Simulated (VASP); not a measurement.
# TiO2 (R-3m) in VASP: notebook, part 2 of 2

VASP 6.6.1. The steps go on from the part before.

## Step 3: Single point, PBEsol

Contents of INCAR:

```
SYSTEM = TiO2
PREC     = Accurate       ! precision mode
ENCUT    = 520            ! plane-wave cutoff, eV
EDIFF    = 1E-6           ! SCF threshold, eV
ISMEAR   = -1             ! smearing method
SIGMA    = 0.05           ! smearing width, eV
LREAL    = .FALSE.        ! projectors in reciprocal space
LASPH    = .TRUE.         ! aspherical terms in the spheres
NELM     = 60             ! most SCF steps
ALGO     = Normal         ! electronic algorithm
ISIF     = 2              ! what is computed and relaxed
LWAVE    = .FALSE.        ! write WAVECAR
LCHARG   = .TRUE.         ! write CHGCAR
GGA      = PS             ! functional
LELF     = .TRUE.         ! ELF
LVHAR    = .TRUE.       
NBANDS   = 19             ! bands
```

Contents of KPOINTS:

```
Automatic mesh
0
G
  9 9 9
  0 0 0
```

Contents of POSCAR:

```
TiO2
1.0
    1.4973312015      0.8644845722      6.9815443949
   -1.4973312015      0.8644845722      6.9815443949
    0.0000000000     -1.7289691445      6.9815443949
Ti O
1 2
Direct
    0.0000000000      0.0000000000      0.0000000000
    0.3795330000      0.3795330000      0.3795330000
    0.6204670000      0.6204670000      0.6204670000
```

Potentials or basis: VASP PAW PBE potentials, release 64 (Ti_sv, O).

Command:

```bash
cat potpaw_PBE.64/Ti_sv/POTCAR potpaw_PBE.64/O/POTCAR > POTCAR
mpirun -np 1 vasp_std > vasp.out
```

OUTCAR:

```text
SYSTEM = TiO2
   PREC = Accurate
   ENCUT = 520
   EDIFF = 1E-6
   ISMEAR = -1
   LREAL = .FALSE.
   LASPH = .TRUE.
   NELM = 60
   ISIF = 2
   GGA = PS

 ion  position               nearest neighbor table
   1  0.000  0.000  0.000-   3 1.98   2 1.98   3 1.98   3 1.98   2 1.98   2 1.98
   2  0.380  0.380  0.380-   1 1.98   1 1.98   1 1.98
   3  0.620  0.620  0.620-   1 1.98   1 1.98   1 1.98

  LATTYP: Found a trigonal (rhomboedric) cell.
 ALAT       =     7.1924471802
 COS(alpha) =     0.9133213014

  Lattice vectors:

 A1 = (   1.4973312015,   0.8644845722,   6.9815443949)
 A2 = (  -1.4973312015,   0.8644845722,   6.9815443949)
 A3 = (   0.0000000000,  -1.7289691445,   6.9815443949)

Analysis of symmetry for initial positions (statically):
=====================================================================
 Subroutine PRICEL returns:
 Original cell was already a primitive cell.

 Routine SETGRP: Setting up the symmetry group for a
 trigonal (rhombohedral) supercell.

 Subroutine GETGRP returns: Found 12 space group operations
 (whereof 12 operations were pure point group operations)
[... 160 lines left out ...]
  ext. energy  EPLUGINS =         0.00000000
  ---------------------------------------------------
  free energy    TOTEN  =       -27.63121200 eV

  energy without entropy =      -27.63121200  energy(sigma->0) =      -27.63121200

 E-fermi :   0.0257     XC(G=0):  -7.7381

 val. band max:       -1.2190330416   @ k =  -0.1111   0.2222   0.1111
 cond. band min:       1.4604833556   @ k =   0.0000   0.0000   0.0000
 fundamental gap:      2.6795163972
 Fermi energy:         0.0256577757

 k-point     1 :       0.0000    0.0000    0.0000
  band No.  band energies     occupation
      1     -57.3064      2.00000
      2     -33.6782      2.00000
      3     -33.3971      2.00000
      4     -33.3971      2.00000
      5     -18.5073      2.00000
      6     -16.7246      2.00000
[... 505 lines left out ...]
      6     -16.9023      2.00000
[... 11 lines left out ...]
     18      10.3417      0.00000
     19      11.1279      0.00000

 [... further k-points ...]
[... 5 lines left out ...]
  --------------------------------------------------------------------------------------
  -------------------------------------------------------------------------------------
  Total       -1.5679850     -1.5679850     -0.7941651      0.0000000      0.0000000      0.0000000
  in kB      -46.3313145    -46.3313145    -23.4662403      0.0000000      0.0000000      0.0000000
  external PRESSURE =     -38.7096231 kB  Pullay stress =       0.0000000 kB

 VOLUME and BASIS-vectors are now :
 -----------------------------------------------------------------------------
  energy-cutoff  :      520.00
  volume of cell :       54.22
      direct lattice vectors                 reciprocal lattice vectors
     1.497331201  0.864484572  6.981544395     0.333927457  0.192793107  0.047744928
    -1.497331201  0.864484572  6.981544395    -0.333927457  0.192793107  0.047744928
     0.000000000 -1.728969144  6.981544395     0.000000000 -0.385586214  0.047744928

 POSITION                                       TOTAL-FORCE (eV/Angst)
 -----------------------------------------------------------------------------------
      0.00000      0.00000      0.00000         0.000000     -0.000000      0.000000
      0.00000     -0.00000      7.94918        -0.000000      0.000000     -0.384891
      0.00000     -0.00000     12.99545        -0.000000     -0.000000      0.384891
 -----------------------------------------------------------------------------------
    total drift:                               -0.000000     -0.000000     -0.000000

  FREE ENERGIE OF THE ION-ELECTRON SYSTEM (eV)
  ---------------------------------------------------
  free  energy   TOTEN  =       -27.6312119997 eV

  energy  without entropy=      -27.6312119997  energy(sigma->0) =      -27.63121200
```

OSZICAR:

```text
N       E                     dE             d eps       ncg     rms          rms(c)
DAV:   1     0.266540047916E+03    0.26654E+03   -0.12595E+04  3230   0.131E+03
DAV:   2    -0.912408126324E+01   -0.27566E+03   -0.26320E+03  3796   0.376E+02
DAV:   3    -0.343959352544E+02   -0.25272E+02   -0.25080E+02  3880   0.124E+02
DAV:   4    -0.355619218547E+02   -0.11660E+01   -0.11643E+01  4846   0.237E+01
DAV:   5    -0.355826624167E+02   -0.20741E-01   -0.20738E-01  3803   0.303E+00    0.217E+01
DAV:   6    -0.284680569242E+02    0.71146E+01   -0.40688E+01  3830   0.749E+01    0.965E+00
DAV:   7    -0.278432218075E+02    0.62484E+00   -0.11268E+01  3575   0.302E+01    0.701E+00
DAV:   8    -0.276497057607E+02    0.19352E+00   -0.15635E+00  3302   0.146E+01    0.182E+00
DAV:   9    -0.276659945631E+02   -0.16289E-01   -0.14585E-01  4136   0.309E+00    0.182E+00
DAV:  10    -0.276336662950E+02    0.32328E-01   -0.88035E-02  3458   0.337E+00    0.709E-01
DAV:  11    -0.276310057169E+02    0.26606E-02   -0.21059E-02  3555   0.160E+00    0.138E-01
DAV:  12    -0.276312725272E+02   -0.26681E-03   -0.33574E-03  3263   0.763E-01    0.139E-01
DAV:  13    -0.276312391743E+02    0.33353E-04   -0.74462E-04  3246   0.231E-01    0.356E-02
DAV:  14    -0.276312295721E+02    0.96022E-05   -0.16219E-04  3795   0.126E-01    0.430E-02
DAV:  15    -0.276312124824E+02    0.17090E-04   -0.97946E-05  3287   0.117E-01    0.769E-03
DAV:  16    -0.276312119997E+02    0.48278E-06   -0.63720E-06  3849   0.259E-02
   1 F= -.27631212E+02 E0= -.27631212E+02  d E =-.878674E-11
```

stdout:

```text
POSCAR found type information on POSCAR TiO
 POSCAR found :  2 types and       3 ions
 scaLAPACK will be used
 -----------------------------------------------------------------------------
|                                                                             |
|                                                                             |
|     You enforced a specific xc type in the INCAR file but a different       |
|     I HOPE YOU KNOW WHAT YOU ARE DOING!                                     |
|                                                                             |
 -----------------------------------------------------------------------------

 LDA part: xc-table for (Slater+PW92), standard interpolation
 POSCAR, INCAR and KPOINTS ok, starting setup
 FFT: planning ... GRIDC
 FFT: planning ... GRID_SOFT
 FFT: planning ... GRID
 WAVECAR not read
 entering main loop
```

It took 7.7 min on 1 thread of Intel Xeon Platinum 8259CL at 2.50GHz (Skylake/Cascade Lake), shared host; peak memory 0.41 GiB.

What came out:

```yaml
Free_energy: -27.6312 eV
Pressure: -3.9 GPa
Largest_force: 0.385 eV/Å
Band_gap_on_the_k_mesh: 2.68 eV, indirect (least direct gap 2.83 eV)
```

Forces in eV/Å, atoms in the order of the input:
```
Ti   0.000  0.000  0.000
O    0.000  0.000 -0.385
O    0.000  0.000  0.385
```

Stress tensor (GPa, compression positive):
```
-4.63  0.00  0.00
 0.00 -4.63  0.00
 0.00  0.00 -2.35
```

Caveat: the PAW data sets were made with another functional, which shifts forces and pressure a little. PBEsol gaps usually lie below the measured ones, often by a third to a half.
